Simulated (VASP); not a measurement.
# B4N (R-3m) in VASP: single point with PBE

Aim: the single point of B4N with PBE.

All numbers are computed with VASP 6.6.1; they aren't measurements. Logs are shortened: lines on timing, memory, paths and dates and some standing lists are left out, and cuts for length are marked.

### Step 1. The cell of the first run

The structure is trigonal, space group R-3m (No. 166). Conventional cell: a = 2.955 Å, b = 2.955 Å, c = 15.954 Å, α = 90.00°, β = 90.00°, γ = 120.00°. B (site symmetry 3m) has 7 B at 1.62 to 2.00 Å within 2.2 Å. B (site symmetry 3m) has 1 N at 1.33 Å and 1 B at 1.62 Å within 1.8 Å. Within 1.8 Å of N (site symmetry -3m) lie 2 B at 1.33 Å.

### Step 2. Single point, PBE

INCAR

```
SYSTEM = B4N
PREC = Accurate
ENCUT = 520
EDIFF = 1E-7
ISMEAR = 0
SIGMA = 0.1
LREAL = .FALSE.
LASPH = .TRUE.
NELM = 100
ALGO = Normal
ISIF = 2
LWAVE = .FALSE.
LCHARG = .FALSE.
GGA = PE
NBANDS = 16
```

KPOINTS

```
regular mesh
0
G
  12 12 12
  0 0 0
```

POSCAR

```
B4N
1.0
    1.4777223874      0.8531634182      5.3181495262
   -1.4777223874      0.8531634182      5.3181495262
    0.0000000000     -1.7063268363      5.3181495262
B N
4 1
Direct
    0.1847000226      0.1847000226      0.1847000226
    0.8152999774      0.8152999774      0.8152999774
    0.9168375511      0.9168375511      0.9168375511
    0.0831624489      0.0831624489      0.0831624489
    0.0000000000      0.0000000000      0.0000000000
```

Potentials or basis: VASP PAW PBE potentials, release 64 (B, N).

Started as:

```sh
> cat potpaw_PBE.64/B/POTCAR potpaw_PBE.64/N/POTCAR > POTCAR
> mpirun -np 1 vasp_std > vasp.out
```

OUTCAR:

```text
SYSTEM = B4N
   PREC = Accurate
   ENCUT = 520
   EDIFF = 1E-7
   ISMEAR = 0
   LREAL = .FALSE.
   LASPH = .TRUE.
   NELM = 100
   ISIF = 2
   GGA = PE

 ion  position               nearest neighbor table
   1  0.185  0.185  0.185-   4 1.62   2 1.80   2 1.80   2 1.80   3 2.00   3 2.00   3 2.00
   2  0.815  0.815  0.815-   3 1.62   1 1.80   1 1.80   1 1.80   4 2.00   4 2.00   4 2.00
   3  0.917  0.917  0.917-   5 1.33   2 1.62   1 2.00   1 2.00   1 2.00
   4  0.083  0.083  0.083-   5 1.33   1 1.62   2 2.00   2 2.00   2 2.00
   5  0.000  0.000  0.000-   3 1.33   4 1.33

  LATTYP: Found a trigonal (rhomboedric) cell.
 ALAT       =     5.5851826877
 COS(alpha) =     0.8599958416

  Lattice vectors:

 A1 = (   1.4777223874,   0.8531634182,   5.3181495262)
 A2 = (  -1.4777223874,   0.8531634182,   5.3181495262)
 A3 = (   0.0000000000,  -1.7063268363,   5.3181495262)

Analysis of symmetry for initial positions (statically):
=====================================================================
 Subroutine PRICEL returns:
 Original cell was already a primitive cell.

 Routine SETGRP: Setting up the symmetry group for a
 trigonal (rhombohedral) supercell.

 Subroutine GETGRP returns: Found 12 space group operations
 (whereof 12 operations were pure point group operations)
 out of a pool of 12 trial point group operations.

The static configuration has the point symmetry D_3d.

Analysis of symmetry for dynamics (positions and initial velocities):
=====================================================================
 Subroutine PRICEL returns:
 Original cell was already a primitive cell.

 Routine SETGRP: Setting up the symmetry group for a
 trigonal (rhombohedral) supercell.

 Subroutine GETGRP returns: Found 12 space group operations
 (whereof 12 operations were pure point group operations)
 out of a pool of 12 trial point group operations.

The dynamic configuration has the point symmetry D_3d.

 Subroutine INISYM returns: Found 12 space group operations
 (whereof 12 operations are pure point group operations),
 and found     1 'primitive' translations

----------------------------------------------------------------------------------------

                                     Primitive cell

  volume of cell :      40.2288

  direct lattice vectors                    reciprocal lattice vectors
     1.477722387  0.853163418  5.318149526     0.338358547  0.195351398  0.062678443
    -1.477722387  0.853163418  5.318149526    -0.338358547  0.195351398  0.062678443
     0.000000000 -1.706326836  5.318149526     0.000000000 -0.390702796  0.062678443

  length of vectors
     5.585182688  5.585182688  5.585182688     0.395698449  0.395698449  0.395698449

  position of ions in fractional coordinates (direct lattice)
     0.184700023  0.184700023  0.184700023
     0.815299977  0.815299977  0.815299977
     0.916837551  0.916837551  0.916837551
     0.083162449  0.083162449  0.083162449
     0.000000000  0.000000000  0.000000000

  ion indices of the primitive-cell ions
   primitive index   ion index
                 1           1
                 2           2
                 3           3
                 4           4
                 5           5

----------------------------------------------------------------------------------------

 KPOINTS: regular mesh

Automatic generation of k-mesh.
 Grid dimensions read from file:
 generate k-points for:   12   12   12

 Generating k-lattice:

  Cartesian coordinates                     Fractional coordinates (reciprocal lattice)
     0.028196546  0.016279283  0.005223204     0.083333333  0.000000000  0.000000000
    -0.028196546  0.016279283  0.005223204     0.000000000  0.083333333  0.000000000
     0.000000000 -0.032558566  0.005223204    -0.000000000 -0.000000000  0.083333333

  Length of vectors
     0.032974871  0.032974871  0.032974871

  Shift w.r.t. Gamma in fractional coordinates (k-lattice)
     0.000000000  0.000000000  0.000000000

 Subroutine IBZKPT returns following result:
 ===========================================

 Found    189 irreducible k-points:

 Following reciprocal coordinates:
            Coordinates               Weight
  0.000000  0.000000  0.000000      1.000000
  0.083333 -0.000000  0.000000      6.000000
  0.166667 -0.000000 -0.000000      6.000000
  0.250000  0.000000  0.000000      6.000000
  0.333333  0.000000  0.000000      6.000000
  0.416667  0.000000  0.000000      6.000000
[... 16 lines left out ...]
  0.500000  0.166667 -0.000000     12.000000
 -0.416667  0.166667 -0.000000     12.000000
 [... further k-points ...]
   k-points           NKPTS =    189   k-points in BZ     NKDIM =    189   number of bands    NBANDS=     16
   number of dos      NEDOS =    301   number of ions     NIONS =      5
   total plane-waves  NPLWV =  74088
   dimension x,y,z NGX =    42 NGY =   42 NGZ =   42
   dimension x,y,z NGXF=    84 NGYF=   84 NGZF=   84
   ions per type =               4   1
   NGX,Y,Z   is equivalent  to a cutoff of  12.50, 12.50, 12.50 a.u.
   NGXF,Y,Z  is equivalent  to a cutoff of  25.00, 25.00, 25.00 a.u.
 SYSTEM =  B4N
   PREC   = accura    normal or accurate (medium, high low for compatibility)
   ISTART =      0    job   : 0-new  1-cont  2-samecut
   ICHARG =      2    charge: 1-file 2-atom 10-const
   ISPIN  =      1    spin polarized calculation?
   LNONCOLLINEAR =      F non collinear calculations
   LSORBIT =      F    spin-orbit coupling
   LASPH  =      T    aspherical Exc in radial PAW
   ENCUT  =  520.0 eV  38.22 Ry    6.18 a.u.  10.38 10.38 10.38*2*pi/ulx,y,z
   NELM   =    100;   NELMIN=  2; NELMDL= -5     # of ELM steps
   EDIFF  = 0.1E-06   stopping-criterion for ELM
   LREAL  =      F    real-space projection
   EDIFFG = 0.1E-05   stopping-criterion for IOM
   NSW    =      0    number of steps for IOM
   IBRION =     -1    ionic relax: 0-MD 1-quasi-New 2-CG
   NFREE  =      0    steps in history (QN), initial steepest desc. (CG)
   ISIF   =      2    stress and relaxation
   ISYM   =      2    0-nonsym 1-usesym 2-fastsym
   POTIM  = 0.5000    time-step for ionic-motion
   TEBEG  =    0.0;   TEEND  =   0.0 temperature during run
   PSTRESS=    0.0 pullay stress
   NELECT =      17.0000    total number of electrons
   NUPDOWN=      -1.0000    fix difference up-down
   EMIN   =  10.00;   EMAX   =-10.00  energy-range for DOS
   EFERMI =   0.00;   METHOD = LEGACY
   ISMEAR =     0;   SIGMA  =   0.10  broadening in eV -4-tet -1-fermi 0-gaus
   EFERMI_NEDOS =   21; number of points for ismear=-14 and -15
   IALGO  =     38    algorithm
   IMIX   =      4    mixing-type and parameters
     AMIX     =   0.40;   BMIX     =  1.00
     AMIX_MAG =   1.60;   BMIX_MAG =  1.00
  volume/ion in A,a.u.               =       8.05        54.30
  Fermi-wavevector in a.u.,A,eV,Ry     =   1.228510  2.321548 20.534428  1.509238
  Thomas-Fermi vector in A             =   2.363433
   LORBIT       =      0    0 simple, 1 ext, 2 COOP (PROOUT), +10 PAW based schemes
   GGA     = PE    functional components
   LHFCALC =     F    Hartree Fock is set to
   AEXX    =    0.0000 exact exchange contribution
   IVDW    =     0    specifies the selected vdW correction
   LEPSILON=     F    determine dielectric tensor
   LRPA    =     F    only Hartree local field effects (RPA)
 non-spin polarized calculation
 Gauss-broadening in eV      SIGMA  =   0.10
  energy-cutoff  :      520.00
  volume of cell :       40.23
 maximum number of plane-waves:      1124
 NGX is ok and might be reduce to    42
   NGX = 21   NGY = 21   NGZ = 21

 number of electron      17.0000001 magnetization

 Free energy of the ion-electron system (eV)
  ---------------------------------------------------
  ext. energy  EPLUGINS =         0.00000000
  ---------------------------------------------------
  free energy    TOTEN  =       -34.72462674 eV

  energy without entropy =      -34.72122733  energy(sigma->0) =      -34.72292703

 E-fermi :   4.6073     XC(G=0): -11.0794

 val. band max:        4.6054639695   @ k =   0.5000   0.5000   0.4167
 cond. band min:       4.6176069162   @ k =  -0.3333  -0.4167   0.0833
 fundamental gap:      0.0121429467
 Fermi energy:         4.6073361298

 k-point     1 :       0.0000    0.0000    0.0000
  band No.  band energies     occupation
      1     -12.2272      2.00000
      2      -9.6014      2.00000
      3      -6.1200      2.00000
      4      -1.5025      2.00000
      5       3.3060      2.00000
      6       3.3060      2.00000
[... 8 lines left out ...]
     15      12.6478      0.00000
     16      12.6478      0.00000

 k-point     2 :       0.0833   -0.0000    0.0000
  band No.  band energies     occupation
      1     -12.1504      2.00000
      2      -9.5108      2.00000
      3      -6.0121      2.00000
      4      -1.5029      2.00000
      5       2.5042      2.00000
      6       3.0422      2.00000
[... 8 lines left out ...]
     15      12.9727      0.00000
     16      13.0016      0.00000

 k-point     3 :       0.1667   -0.0000   -0.0000
  band No.  band energies     occupation
      1     -11.9330      2.00000
      2      -9.2358      2.00000
      3      -5.7024      2.00000
      4      -1.5240      2.00000
      5       1.0215      2.00000
      6       2.4577      2.00000
[... 8 lines left out ...]
     15      13.1042      0.00000
     16      13.4319      0.00000

 k-point     4 :       0.2500    0.0000    0.0000
  band No.  band energies     occupation
      1     -11.6165      2.00000
      2      -8.7672      2.00000
      3      -5.2423      2.00000
      4      -1.7208      2.00000
      5      -0.4933      2.00000
      6       1.6144      2.00000
[... 8 lines left out ...]
     15      14.6062      0.00000
     16      14.9753      0.00000

 k-point     5 :       0.3333    0.0000    0.0000
  band No.  band energies     occupation
      1     -11.2746      2.00000
      2      -8.0926      2.00000
      3      -4.7710      2.00000
      4      -2.7133      2.00000
      5      -1.1545      2.00000
      6       0.9969      2.00000
[... 8 lines left out ...]
     15      14.3593      0.00000
     16      16.6359      0.00000

 k-point     6 :       0.4167    0.0000    0.0000
  band No.  band energies     occupation
      1     -11.0061      2.00000
      2      -7.2178      2.00000
      3      -4.8542      2.00000
      4      -3.6058      2.00000
      5      -1.3279      2.00000
      6       0.8011      2.00000
[... 8 lines left out ...]
     15      13.7500      0.00000
     16      17.9835      0.00000
[... 267 lines left out ...]
 k-point    21 :       0.3333    0.1667    0.0000
  band No.  band energies     occupation
      1     -11.4345      2.00000
      2      -8.5621      2.00000
      3      -4.8158      2.00000
      4      -1.9677      2.00000
      5      -0.6614      2.00000
      6       0.3720      2.00000
[... 8 lines left out ...]
     15      14.5160      0.00000
     16      15.8257      0.00000

 k-point    22 :       0.4167    0.1667    0.0000
  band No.  band energies     occupation
      1     -11.1382      2.00000
      2      -7.8727      2.00000
      3      -4.4089      2.00000
      4      -2.7207      2.00000
      5      -1.3466      2.00000
      6      -0.1609      2.00000
[... 8 lines left out ...]
     15      14.6605      0.00000
     16      15.2198      0.00000

 k-point    23 :       0.5000    0.1667   -0.0000
  band No.  band energies     occupation
      1     -10.9123      2.00000
      2      -6.9838      2.00000
      3      -4.5858      2.00000
      4      -3.4316      2.00000
      5      -1.5564      2.00000
      6      -0.4208      2.00000
[... 8 lines left out ...]
     15      14.3625      0.00000
     16      16.0800      0.00000

 k-point    24 :      -0.4167    0.1667   -0.0000
  band No.  band energies     occupation
      1     -10.8304      2.00000
      2      -6.1852      2.00000
      3      -5.3717      2.00000
      4      -3.4617      2.00000
      5      -1.5697      2.00000
      6      -0.4138      2.00000
[... 8 lines left out ...]
     15      14.4828      0.00000
     16      17.2990      0.00000

 [... further k-points ...]

------------------------ aborting loop because EDIFF is reached ----------------------------------------

  FORCE on cell =-STRESS in cart. coord.  units (eV):
  Direction    XX          YY          ZZ          XY          YZ          ZX
  --------------------------------------------------------------------------------------
  -------------------------------------------------------------------------------------
  Total       -0.0240741     -0.0240741     -0.0854778      0.0000000     -0.0000000      0.0000000
  in kB       -0.9587896     -0.9587896     -3.4042947      0.0000000     -0.0000000      0.0000000
  external PRESSURE =      -1.7739580 kB  Pullay stress =       0.0000000 kB

 VOLUME and BASIS-vectors are now :
 -----------------------------------------------------------------------------
  energy-cutoff  :      520.00
  volume of cell :       40.23
      direct lattice vectors                 reciprocal lattice vectors
     1.477722387  0.853163418  5.318149526     0.338358547  0.195351398  0.062678443
    -1.477722387  0.853163418  5.318149526    -0.338358547  0.195351398  0.062678443
     0.000000000 -1.706326836  5.318149526     0.000000000 -0.390702796  0.062678443

 POSITION                                       TOTAL-FORCE (eV/Angst)
 -----------------------------------------------------------------------------------
      0.00000      0.00000      2.94679        -0.000000      0.000000      0.008048
      0.00000      0.00000     13.00766        -0.000000     -0.000000     -0.008048
      0.00000      0.00000     14.62764        -0.000000      0.000000      0.032045
      0.00000      0.00000      1.32681        -0.000000     -0.000000     -0.032045
      0.00000      0.00000      0.00000         0.000000     -0.000000      0.000000
 -----------------------------------------------------------------------------------
    total drift:                                0.000000      0.000000      0.000000

  FREE ENERGIE OF THE ION-ELECTRON SYSTEM (eV)
  ---------------------------------------------------
  free  energy   TOTEN  =       -34.7246267378 eV

  energy  without entropy=      -34.7212273298  energy(sigma->0) =      -34.72292703
```

It took 5.8 min on 1 thread of AMD EPYC 7R43 (Zen 3), shared host; peak memory 0.26 GiB.

What came out:

```yaml
Free_energy: -34.7246 eV
Pressure: -0.2 GPa
Largest_force: 0.032 eV/Å
```

Forces in eV/Å, atoms in the order of the input:
```
B    0.000  0.000  0.008
B    0.000  0.000 -0.008
B    0.000  0.000  0.032
B    0.000  0.000 -0.032
N    0.000  0.000  0.000
```

Stress tensor (GPa, compression positive):
```
-0.10  0.00  0.00
 0.00 -0.10  0.00
 0.00  0.00 -0.34
```
